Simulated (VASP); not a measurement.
Write the native input for VASP 6.6.1 that does the following.

| Item | Value |
| --- | --- |
| Task | single point |
| Functional | PBE |
| Potentials or basis | VASP PAW PBE potentials, release 64 (Sb, Ni) |
| Cutoff | 520 eV |
| k mesh | 7 × 7 × 5 |
| Occupations | fermi-dirac, width 0.05 eV |
| Spin | collinear spin, ferromagnetic start |
| Starting moments | [0.0, 0.0, 0.25, 0.25] μB |
| Fixed moment | 0.5 μB |
| Dipole correction | no |
| Further INCAR settings | ALGO = Normal; EDIFF = 1e-07; NBANDS = 27 |

The structure of NiSb (Breithauptite) lies in POSCAR:

```
NiSb
1.0
    3.9280000000      0.0000000000      0.0000000000
   -1.9640000000      3.4017477861      0.0000000000
    0.0000000000      0.0000000000      5.1200000000
Sb Ni
2 2
Direct
    0.6666666667      0.3333333333      0.7500000000
    0.3333333333      0.6666666667      0.2500000000
    0.0000000000      0.0000000000      0.5000000000
    0.0000000000      0.0000000000      0.0000000000
```

One way to write it, as run:

INCAR

```
SYSTEM = NiSb
  ALGO = Normal
  EDIFF = 1E-7
  ENCUT = 520
  GGA = PE
  ISIF = 2
  ISMEAR = -1
  ISPIN = 2
  LASPH = .TRUE.
  LCHARG = .FALSE.
  LMAXMIX = 4
  LORBIT = 11
  LREAL = .FALSE.
  LWAVE = .FALSE.
  MAGMOM = 0 0 0.25 0.25
  NBANDS = 27
  NELM = 150
  NUPDOWN = 0.5
  PREC = Accurate
  SIGMA = 0.05
```

KPOINTS

```
k-points
0
G
  7 7 5
  0 0 0
```

Potentials or basis: VASP PAW PBE potentials, release 64 (Sb, Ni).

Command:

```console
$ cat potpaw_PBE.64/Sb/POTCAR potpaw_PBE.64/Ni/POTCAR > POTCAR
$ mpirun -np 1 vasp_std > vasp.out
```

Results of the run:

| Item | Value |
| --- | --- |
| Pressure | 4.0 GPa |
| Net moment | 0.50 μB per cell |
| Site moments | Sb +0.04; Ni +0.18 μB |
| Valence electrons inside the program's atomic spheres | Sb 2.43; Ni 9.40 |

Caveat: the total moment is fixed, so each spin has its own Fermi level.

Wall time 3.1 min on 1 thread of Oxide Virtual Turin-like Processor, with other jobs on the host, peak memory 0.21 GiB.
